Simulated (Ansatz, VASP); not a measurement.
# One calculation of Nb2PdS2, two programs

```
CELL_PARAMETERS angstrom
3.35483 0.00000 0.00000
-1.67742 2.90537 0.00000
0.00000 0.00000 8.77141
ATOMIC_POSITIONS crystal
Nb 0.33330 0.66670 0.14100
Nb 0.66670 0.33330 0.85900
S 0.33330 0.66670 0.66700
S 0.66670 0.33330 0.33300
Pd 0.00000 0.00000 0.00000
```

Alike in both runs: task single point; functional PBE; k mesh 12 × 12 × 4; no spin polarisation.

```csv
,VASP,Ansatz
version,VASP 6.6.1,Ansatz 0.2.0
potentials or method,"VASP PAW PBE potentials, release 64 (Nb_sv, S, Pd), cutoff 520 eV",PAW plane waves
occupations,"methfessel-paxton of order 1, width 0.1525 eV","cold, width 0.1525 eV"
valence electrons in the cell,48,56
```

Ansatz gave:

| Quantity | Value |
| --- | --- |
| rms of the force components (eV/Å) | 3.818 |

Q: What did VASP give for the same quantities?

A: rms of the force components (eV/Å): 3.847.

Atom by atom the forces differ by 0.029 eV/Å (rms over components). VASP's potentials hold 48 valence electrons a cell and Ansatz's 56, so a difference there can come from the potentials and not from the codes. Ansatz's warnings: structure snapped to symmetry.
